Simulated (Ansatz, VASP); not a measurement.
**Li: VASP beside Ansatz**

```
CELL_PARAMETERS angstrom
-1.75465 1.75465 1.75465
1.75465 -1.75465 1.75465
1.75465 1.75465 -1.75465
ATOMIC_POSITIONS crystal
Li 0.00000 0.00000 0.00000
```

Alike in both runs: task relaxation of cell and atoms; functional RPBE; dispersion D3(BJ); k mesh 11 × 11 × 11; occupations fermi-dirac, width 0.05 eV; no spin polarisation.

```csv
,VASP,Ansatz
version,VASP 6.6.1,Ansatz 0.2.0
potentials or method,"VASP PAW PBE potentials, release 64 (Li_sv), cutoff 600 eV","all-electron LAPW, scalar-relativistic"
```

VASP gave:

* gap on the k mesh at the Fermi level, each at its own relaxed structure (eV): none
* relaxed volume (Å³/atom): 11.91
* relaxed cell length with the largest relative difference (Å): 2.491

Estimate Ansatz's values.

gap on the k mesh at the Fermi level, each at its own relaxed structure (eV): none; relaxed volume (Å³/atom): 11.94; relaxed cell length with the largest relative difference (Å): 2.494.

VASP's potentials were made for PBE, not for RPBE. A gap of «none» marks a metal or a gap that the smearing closes. Ansatz ran all-electron here, and VASP with PAW potentials.

Noted on VASP's run: the cutoff is short for stress, so the pressure is rough; the volume moved by over 15 % at a fixed basis, so the end points are rough. Noted on Ansatz's run: the volume moved by over 15 % at a fixed basis, so the end points are rough.
